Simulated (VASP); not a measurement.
## Al8N: single point with PBE

The system is Al8N, a slab with vacuum.

```
CELL_PARAMETERS angstrom
2.85432 0.00000 0.00000
-1.42716 2.47192 0.00000
0.00000 0.00000 33.47606
ATOMIC_POSITIONS crystal
Al 0.33333 0.66667 0.11949
Al 0.00000 0.00000 0.18956
Al 0.66667 0.33333 0.25964
Al 0.00000 0.00000 0.32971
Al 0.33333 0.66667 0.39922
Al 0.00000 0.00000 0.46965
Al 0.66667 0.33333 0.54010
Al 0.00000 0.00000 0.61166
N 0.88889 0.11111 0.68545
```

```json
{
  "Program": "VASP 6.6.1",
  "Task": "single point",
  "Functional": "PBE",
  "Potentials or basis": "VASP PAW PBE potentials, release 64 (Al, N)",
  "Cutoff": "520 eV",
  "k mesh": "9 × 9 × 1",
  "Occupations": "gaussian, width 0.1 eV",
  "Spin": "no spin polarisation"
}
```

| Property | Result |
| --- | --- |
| Largest force | 2.202 eV/Å |

Forces in eV/Å, atoms in the order of the input:
```
Al  -0.002  0.001 -0.059
Al   0.009 -0.005  0.066
Al  -0.003  0.002 -0.020
Al  -0.003  0.001 -0.061
Al   0.000  0.000  0.214
Al   0.018 -0.011 -0.157
Al  -0.025  0.015  0.080
Al  -0.238  0.137  2.120
N    0.243 -0.140 -2.184
```

Levels at points of the mesh, in eV from the Fermi level:
| k point | band 10 | band 11 | band 12 | band 13 | band 14 | band 15 | band 16 | band 17 | band 18 | band 19 |
| --- | --- | --- | --- | --- | --- | --- | --- | --- | --- | --- |
| (0.00, 0.00, 0.00) | -3.97 | -2.50 | -1.25 | 0.03 | 1.40 | 1.41 | 1.58 | 3.08 | 4.15 | 5.29 |

It took 7.3 min on 1 thread of Intel(R) Xeon(R) Platinum 8259CL CPU @ 2.50GHz (Skylake/Cascade Lake) (shared host), peak memory 0.4 GiB.
